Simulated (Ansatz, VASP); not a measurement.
## Pb: VASP beside Ansatz

```xyz
2
Lattice="0.0000 3.3086 5.7658 1.9762 0.0000 5.7658 1.9762 3.3086 0.0000" Properties=species:S:1:pos:R:3 pbc="T T T"
Pb    1.9762    0.7140    5.7658
Pb    1.9762    5.9032    5.7658
```

Alike in both runs: task single point; functional PBE; k mesh 6 × 6 × 6; occupations gaussian, width 0.1 eV; no spin polarisation.

|  | VASP | Ansatz |
| --- | --- | --- |
| version | VASP 6.6.1 | Ansatz 0.2.0 |
| potentials or method | VASP PAW PBE potentials, release 64 (Pb_d), cutoff 500 eV | scalar-relativistic, plane waves, PAW |
| valence electrons in the cell | 28 | 28 |

|  | VASP | Ansatz | Ansatz less VASP |
| --- | --- | --- | --- |
| gap on the k mesh at the Fermi level (eV) | none | none | - |
| pressure (GPa) | 185.1 | 223.6 | +38.55 |
| traceless stress, the component that is largest in VASP (GPa) | 343.03 | 423.31 | +80.274 |
| rms of the force components (eV/Å) | 91.730 | 116.627 | +24.8970 |

Atom by atom the forces differ by 24.897 eV/Å (rms over components). A gap of «none» marks a metal or a gap that the smearing closes. The pressures are high and differ by over a tenth, so treat them with care.

Spin-orbit coupling is off throughout. Noted on VASP's run: the cell as given lies far from equilibrium.
